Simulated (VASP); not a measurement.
A run of VASP 6.6.1:

The input INCAR:

```
SYSTEM = Ca
PREC     = Accurate       ! precision mode
ENCUT    = 520            ! plane-wave cutoff, eV
EDIFF    = 1E-6           ! SCF threshold, eV
ISMEAR   = 1              ! smearing method
SIGMA    = 0.05           ! smearing width, eV
LREAL    = .False.        ! projectors in reciprocal space
LASPH    = .True.         ! aspherical terms in the spheres
NELM     = 100            ! most SCF steps
ALGO     = Normal         ! electronic algorithm
ISIF     = 2              ! what is computed and relaxed
LWAVE    = .False.        ! write WAVECAR
LCHARG   = .False.        ! write CHGCAR
GGA      = RE             ! functional
IVDW     = 12             ! dispersion correction
NBANDS   = 11             ! bands
```

Contents of KPOINTS:

```
regular mesh
0
Gamma
  11 11 11
  0 0 0
```

Contents of POSCAR:

```
Ca
1.0
    3.4220003783      0.0000000000      0.0000000000
    0.0000000000      3.4220003783      0.0000000000
    0.0000000000      0.0000000000      3.4220003783
Ca
1
Direct
    0.0000000000      0.0000000000      0.0000000000
```

Potentials or basis: VASP PAW PBE potentials, release 64 (Ca_sv).

The run is started by

```sh
$ cat potpaw_PBE.64/Ca_sv/POTCAR > POTCAR
$ mpirun -np 1 vasp_std > vasp.out
```

Hardware: 1 thread of Intel(R) Xeon(R) Platinum 8559C (Emerald Rapids), with other jobs on the host.

Estimate the wall time of this run.

Run time: 8.8 s on 1 thread of Intel(R) Xeon(R) Platinum 8559C (Emerald Rapids) (shared host), peak memory 0.17 GiB. Counts: scf iterations 10, k points 56.
